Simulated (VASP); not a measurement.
Wanted: the native input for a VASP 6.6.1 run.

```yaml
Task: single point
Functional: r2SCAN
Potentials_or_basis: VASP PAW PBE potentials, release 64 (Ir)
Cutoff: 520 eV
k_mesh: 15 × 15 × 8
Occupations: fermi-dirac, width 0.1 eV
Spin: no spin polarisation
Dipole_correction: no
Further_INCAR_settings: ALGO = Normal; EDIFF = 1e-07; NBANDS = 16
```

Ir:

```
CELL_PARAMETERS angstrom
2.58997 0.00000 0.00000
-1.29499 2.24298 0.00000
0.00000 0.00000 4.14133
ATOMIC_POSITIONS crystal
Ir 0.33333 0.66667 0.25000
Ir 0.66666 0.33333 0.75000
```

This isn't the form of Ir at room conditions, which is fcc.

The input as run:

POSCAR

```
Ir
1.0
    2.5899720000      0.0000000000      0.0000000000
   -1.2949860000      2.2429840000      0.0000000000
    0.0000000000      0.0000000000      4.1413280000
Ir
2
Direct
    0.3333300000      0.6666700000      0.2500000000
    0.6666600000      0.3333300000      0.7500000000
```

INCAR.step1

```
SYSTEM = Ir
PREC = Accurate
ENCUT = 520
ISMEAR = -1
SIGMA = 0.1
LREAL = .FALSE.
LASPH = .TRUE.
NELM = 100
NBANDS = 16
GGA = PE
ALGO = Normal
EDIFF = 1E-4
LWAVE = .TRUE.
LCHARG = .FALSE.
```

INCAR.step2

```
SYSTEM = Ir
PREC = Accurate
ENCUT = 520
EDIFF = 1E-7
ISMEAR = -1
SIGMA = 0.1
LREAL = .FALSE.
LASPH = .TRUE.
NELM = 100
ALGO = Normal
ISIF = 2
LWAVE = .FALSE.
LCHARG = .FALSE.
METAGGA = R2SCAN
LMIXTAU = .TRUE.
NBANDS = 16
ISTART = 1
```

KPOINTS

```
regular mesh
0
G
  15 15 8
  0 0 0
```

Potentials or basis: VASP PAW PBE potentials, release 64 (Ir).

Launch:

```bash
$ cat potpaw_PBE.64/Ir/POTCAR > POTCAR
$ cp INCAR.step1 INCAR
$ mpirun -np 1 vasp_std > vasp.out
$ cp INCAR.step2 INCAR
$ mpirun -np 1 vasp_std > vasp.out
```

It gave:

The pressure is 104.1 GPa and the band gap on the k mesh is zero (bands 9 and 10 overlap by 4.41 eV).

Caveat: the cell stands under pressure; the PAW data sets were made with another functional, which shifts forces and pressure a little; spin-orbit coupling is left out, which moves the levels of the heavy elements.

Wall time 9.9 min on 1 thread of Intel Xeon 8259CL (shared host), peak memory 0.23 GiB.
